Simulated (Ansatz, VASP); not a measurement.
One calculation of Te2Mo, two programs

Contents of INCAR:

```
PREC = Accurate ; ENCUT = 520
EDIFF = 1E-7 ; ISMEAR = -1
SIGMA = 0.05 ; LREAL = F
LASPH = T ; NELM = 100
ALGO = Normal ; ISIF = 2
LWAVE = F ; LCHARG = T
GGA = PS ; LELF = T
LVHAR = T ; NBANDS = 35
```

Contents of KPOINTS:

```
regular mesh
0
Gamma
  9 9 2
```

Contents of POSCAR:

```
Te2Mo
1.0
    3.5364957711      0.0000000000      0.0000000000
   -1.7682478855      3.0626951781      0.0000000000
    0.0000000000      0.0000000000     24.6447388430
Te Mo
4 2
Direct
    0.3333333333      0.6666666667      0.2236394800
    0.6666666667      0.3333333333      0.9206288600
    0.6666666667      0.3333333333      0.7763605200
    0.3333333333      0.6666666667      0.0793711400
    0.6666666667      0.3333333333      0.1515414900
    0.3333333333      0.6666666667      0.8484585100
```

File input.yaml:

```yaml
crystal:
  lattice:
    - [3.5364957711, 0.0, 0.0]
    - [-1.7682478855, 3.0626951781, 0.0]
    - [0.0, 0.0, 24.644738843]
  atoms:
    - { symbol: Te, position: [0.3333333333, 0.6666666667, 0.22363948] }
    - { symbol: Te, position: [0.6666666667, 0.3333333333, 0.92062886] }
    - { symbol: Te, position: [0.6666666667, 0.3333333333, 0.77636052] }
    - { symbol: Te, position: [0.3333333333, 0.6666666667, 0.07937114] }
    - { symbol: Mo, position: [0.6666666667, 0.3333333333, 0.15154149] }
    - { symbol: Mo, position: [0.3333333333, 0.6666666667, 0.84845851] }
kpoints:
  mp_grid: { grid: [9, 9, 2] }
scf:
  occupations: { method: fermi_dirac, width: 0.05 }
hamiltonian:
  xc: pbesol
  pseudopotentials: { kind: all_electron, lapw: { basis_error: 0.002 } }
output:
  forces: true
  stress: true
  eigenvalues: true
```

Change from the starting cell: volume scaled by 0.98.

Alike in both runs: task single point; functional PBEsol; k mesh 9 × 9 × 2; occupations fermi-dirac, width 0.05 eV; no spin polarisation.

|  | VASP | Ansatz |
| --- | --- | --- |
| version | VASP 6.6.1 | Ansatz 0.2.0 |
| potentials or method | VASP PAW PBE potentials, release 64 (Te, Mo_sv), cutoff 520 eV | all-electron LAPW, scalar-relativistic |

VASP gave:

* gap on the k mesh at the Fermi level (eV): 1.05
* least direct gap on the mesh (eV): 1.05
* rms of the force components (eV/Å): 0.090

Problem. Estimate Ansatz's values.

Solution. gap on the k mesh at the Fermi level (eV): 1.06; least direct gap on the mesh (eV): 1.06; rms of the force components (eV/Å): 0.076.

VASP's potentials were made for PBE, not for PBEsol. Atom by atom the forces differ by 0.015 eV/Å (rms over components). Ansatz ran all-electron here, and VASP with PAW potentials.

Spin-orbit coupling is off throughout.
